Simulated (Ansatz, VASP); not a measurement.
# TaO in VASP and in Ansatz

```xyz
2
Lattice="3.0661 0.0000 0.0000 -1.5331 2.6553 0.0000 0.0000 0.0000 3.8550" Properties=species:S:1:pos:R:3 pbc="T T T"
Ta    0.0000    0.0000    1.9275
O     0.0000    0.0000    0.0000
```

Alike in both runs: task single point; functional PBE-based global hybrid; k mesh 6 × 6 × 4; occupations fermi-dirac, width 0.05 eV; no spin polarisation.

```csv
,VASP,Ansatz
version,VASP 6.6.1,Ansatz 0.2.0
potentials or method,"VASP PAW PBE potentials, release 64 (Ta_pv, O)",Ansatz PAW
plane-wave cutoff (eV),520,420
valence electrons in the cell,17,19
```

```csv
,VASP,Ansatz,Ansatz less VASP
gap on the k mesh at the Fermi level (eV),none,none,-
pressure (GPa),-6.9,-6.5,+0.34
"traceless stress, the component that is largest in VASP (GPa)",-3.51,-4.23,-0.724
```

VASP's potentials were made for PBE, not for PBE-based global hybrid. A gap of «none» marks a metal or a gap that the smearing closes. VASP's potentials hold 17 valence electrons a cell and Ansatz's 19, so a difference there can come from the potentials and not from the codes.

The k mesh is coarse, so the values compare programs but aren't converged. Spin-orbit coupling is off throughout.
